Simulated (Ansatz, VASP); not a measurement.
Two plane-wave programs on Ti

Contents of POSCAR:

```
Ti
1.0
    3.2517897406      3.2517897406      3.2517897406
   -3.2517897406      3.2517897406     -3.2517897406
   -3.2517897406     -3.2517897406      3.2517897406
Ti
8
Direct
    0.0000000000      0.5000000000      0.5000000000
    0.0000000000      0.5000000000      0.0000000000
    0.0000000000      0.0000000000      0.5000000000
    0.0000000000      0.0000000000      0.0000000000
    0.5000000000      0.5000000000      0.5000000000
    0.5000000000      0.5000000000      0.0000000000
    0.5000000000      0.0000000000      0.5000000000
    0.5000000000      0.0000000000      0.0000000000
```

File INCAR.step1:

```
PREC = Accurate
ENCUT = 520
ISMEAR = 0
SIGMA = 0.15
LREAL = False
LASPH = True
NELM = 60
NBANDS = 58
GGA = PE
ALGO = Normal
EDIFF = 1E-4
LWAVE = True
LCHARG = False
```

INCAR.step2

```
PREC = Accurate
ENCUT = 520
EDIFF = 1E-7
ISMEAR = 0
SIGMA = 0.15
LREAL = False
LASPH = True
NELM = 60
ALGO = Normal
ISIF = 2
LWAVE = False
LCHARG = True
METAGGA = R2SCAN
LMIXTAU = True
LELF = True
LVHAR = True
NBANDS = 58
ISTART = 1
```

The input KPOINTS:

```
regular mesh
0
Gamma
  8 8 8
```

Input for Ansatz:

```yaml
crystal:
  lattice:
    - [3.2517897406, 3.2517897406, 3.2517897406]
    - [-3.2517897406, 3.2517897406, -3.2517897406]
    - [-3.2517897406, -3.2517897406, 3.2517897406]
  atoms:
    - { symbol: Ti, position: [0.0, 0.5, 0.5] }
    - { symbol: Ti, position: [0.0, 0.5, 0.0] }
    - { symbol: Ti, position: [0.0, 0.0, 0.5] }
    - { symbol: Ti, position: [0.0, 0.0, 0.0] }
    - { symbol: Ti, position: [0.5, 0.5, 0.5] }
    - { symbol: Ti, position: [0.5, 0.5, 0.0] }
    - { symbol: Ti, position: [0.5, 0.0, 0.5] }
    - { symbol: Ti, position: [0.5, 0.0, 0.0] }
basis:
  ecutwfc: 500
kpoints:
  mp_grid: { grid: [8, 8, 8] }
hamiltonian:
  xc: r2scan
scf:
  occupations: { method: gaussian, width: 0.15 }
output:
  forces: true
  stress: true
  eigenvalues: true
  write_density: true
  write_potential: true
  elf: true
  volumetric_format: npy
```

Alike in both runs: task single point; functional r2SCAN; k mesh 8 × 8 × 8; occupations gaussian, width 0.15 eV; no spin polarisation.

|  | VASP | Ansatz |
| --- | --- | --- |
| version | VASP 6.6.1 | Ansatz 0.2.0 |
| potentials or method | VASP PAW PBE potentials, release 64 (Ti_sv), cutoff 520 eV | scalar-relativistic, plane waves, PAW |
| valence electrons in the cell | 96 | 96 |

Ansatz gave:

- gap on the k mesh at the Fermi level (eV): none
- pressure (GPa): 0.1

Which values does VASP return?

gap on the k mesh at the Fermi level (eV): none; pressure (GPa): 0.6.

VASP's potentials were made for PBE, not for r2SCAN. A gap of «none» marks a metal or a gap that the smearing closes. The functional is the same, so the differences come from potentials, cutoffs and numerics.
